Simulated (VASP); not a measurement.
**Si3N4: electric field gradients with PBE**

The system is Si3N4.

```
Si N
1.0
     7.60440    0.00000    0.00000
    -3.80220    6.58560    0.00000
     0.00000    0.00000    2.90630
Si N
6 8
Direct
  0.76798 0.17409 0.25000
  0.59389 0.76798 0.75000
  0.82591 0.59389 0.25000
  0.23202 0.82591 0.75000
  0.40611 0.23202 0.25000
  0.17409 0.40611 0.75000
  0.02997 0.32988 0.25000
  0.70009 0.02997 0.75000
  0.67012 0.70009 0.25000
  0.97003 0.67012 0.75000
  0.29991 0.97003 0.25000
  0.32988 0.29991 0.75000
  0.66667 0.33333 0.25000
  0.33333 0.66667 0.75000
```

| Quantity | Value |
| --- | --- |
| Program | VASP 6.6.1 |
| Task | electric field gradients |
| Functional | PBE |
| Potentials or basis | VASP PAW PBE potentials, release 64 (Si, N) |
| Cutoff | 520 eV |
| k mesh | 4 × 4 × 10 |
| Occupations | fermi-dirac, width 0.02 eV |
| Spin | no spin polarisation |
| Dipole correction | no |
| Further INCAR settings | ALGO = Normal; EDIFF = 1e-08; NBANDS = 45 |

```
Pressure                                : 5.2 GPa
Largest force                           : 0.015 eV/Å
Band gap on the k mesh                  : 4.33 eV (least direct gap 4.52 eV)
Largest electric field gradient by atom : Si +9.6; N -46.7, -46.1 (each value once) V/Å²
```

Forces on the atoms (eV/Å):
```
Si  -0.012  0.001  0.000
Si  -0.006 -0.010  0.000
Si   0.005 -0.011  0.000
Si   0.012 -0.001  0.000
Si   0.006  0.010  0.000
Si  -0.005  0.011  0.000
N   -0.005 -0.014  0.000
N    0.010 -0.011  0.000
N    0.015  0.003  0.000
N    0.005  0.014  0.000
N   -0.010  0.011  0.000
N   -0.015 -0.003  0.000
N    0.000  0.000  0.000
N    0.000  0.000  0.000
```

Levels at points of the mesh, in eV from the valence-band top:
```tsv
k point	band 30	band 31	band 32	band 33	band 34	band 35
(0.00, 0.00, 0.00)	-0.46	-0.39	-0.19	4.33	4.77	4.90
(0.50, 0.00, 0.00)	-0.77	-0.32	-0.25	4.63	4.72	4.88
(0.00, 0.00, 0.50)	-1.62	-1.34	-1.34	4.72	4.72	4.72
(0.50, 0.00, 0.50)	-1.50	-1.05	-1.05	4.81	4.81	5.87
```

Electric field gradients, principal values (V/Å²):
```
atom   least  middle  greatest (by size)
1 Si  -3.850  -5.735               9.585
2 Si  -3.850  -5.735               9.585
3 Si  -3.850  -5.735               9.585
4 Si  -3.850  -5.735               9.585
5 Si  -3.850  -5.735               9.585
6 Si  -3.850  -5.735               9.585
 7 N  21.141  25.515             -46.656
 8 N  21.141  25.515             -46.656
 9 N  21.142  25.515             -46.656
10 N  21.141  25.515             -46.656
11 N  21.141  25.515             -46.656
12 N  21.142  25.515             -46.656
13 N  23.062  23.063             -46.125
14 N  23.062  23.063             -46.125
```

Run time: 6.1 min on 1 thread of Intel Xeon 8259CL, with other jobs on the host, peak memory 0.33 GiB.

Caveat: the cell stands under pressure; without QUAD_EFG the Cq values of the log hold for a quadrupole moment of 1 mb, not for the nuclei. A k mesh can miss the band edges.
